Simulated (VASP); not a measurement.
A run of VASP 6.6.1 is set up as follows.

The input INCAR:

```
SYSTEM = Li6SiS2N2
ALGO = Normal ; EDIFF = 1E-6
ENCUT = 650 ; GGA = PE
GGA_COMPAT = .FALSE. ; ISIF = 2
ISMEAR = -1 ; ISYM = -1
IVDW = 12 ; LASPH = .TRUE.
LCHARG = .FALSE. ; LREAL = Auto
LWAVE = .FALSE. ; NBANDS = 61
NELM = 120 ; PREC = Accurate
SIGMA = 0.05
```

Contents of KPOINTS:

```
explicit points
1
Reciprocal
  0.25000000   0.25000000   0.25000000 1
```

The input POSCAR:

```
Li6SiS2N2
1.0
    7.0575940000      0.2300220000     -0.0127870000
    0.2300220000      6.8226690000     -0.2070970000
   -0.0127870000     -0.2070970000      7.0752940000
Si S Li N
2 4 12 4
Direct
    0.3563638914      0.0905943385      0.8128061733
    0.0598324287      0.6845996042      0.0702244460
    0.9512519157      0.3659856671      0.0394594475
    0.8465680995      0.7942789549      0.2708667449
    0.9219977172      0.8000094389      0.8235964667
    0.3312919552      0.4473082388      0.5284938583
    0.6221738265      0.4345772776      0.7389222818
    0.9927061728      0.4840092184      0.7020331015
    0.5958285610      0.7239143435      0.0661845781
    0.0934174487      0.2608773823      0.4521750548
    0.8131581930      0.1315115875      0.2244421941
    0.4351680285      0.4061670153      0.1155561117
    0.9463303378      0.9543624573      0.5493606807
    0.5488770147      0.1695346786      0.5091758185
    0.8066160323      0.1685837037      0.8117174182
    0.2604781856      0.7422133960      0.7696636920
    0.7432394811      0.4877318110      0.3921599015
    0.3213667416      0.7821920616      0.3900343853
    0.3420872281      0.9881205953      0.5993777899
    0.8241153651      0.2739869419      0.5409150258
    0.7098277092      0.3850319888      0.0395409062
    0.2946265868      0.6952970183      0.0830094575
```

Potentials or basis: VASP PAW PBE potentials, release 64 (Si, S, Li_sv, N).

Launch:

```sh
$ cat potpaw_PBE.64/Si/POTCAR potpaw_PBE.64/S/POTCAR potpaw_PBE.64/Li_sv/POTCAR potpaw_PBE.64/N/POTCAR > POTCAR
$ mpirun -np 1 vasp_std > vasp.out
```

**Question.** Estimate the largest force.

**Answer.** 1.376 eV/Å.

**Question.** Predict the pressure.

**Answer.** -4.3 GPa.

**Question.** What does it give for the dispersion energy per atom?

**Answer.** -0.214 eV.

Forces in eV/Å, atoms in the order of the input:
```
Si  -0.098  0.414 -0.404
Si   0.457 -0.726 -0.050
S    0.431  0.669  0.145
S   -0.136  0.234  0.978
S   -0.710  0.272 -0.188
S    0.501  1.215  0.408
Li  -0.002  0.213 -0.020
Li  -0.090 -0.697 -0.280
Li  -0.434 -0.371 -0.274
Li  -0.245 -0.231 -0.147
Li  -0.144  0.688  0.250
Li  -0.008  0.287 -0.009
Li   0.020  0.612 -0.138
Li   0.184 -0.030 -0.197
Li   0.251 -0.161 -0.161
Li   0.388 -0.319 -0.123
Li  -0.080 -0.137 -0.431
Li   0.037 -0.287 -0.283
N   -0.297 -0.654  0.462
N   -0.078 -0.814  0.672
N   -0.378 -0.234 -0.205
N    0.431  0.057 -0.002
```

Caveat: the atoms stand as in a frame of molecular dynamics.
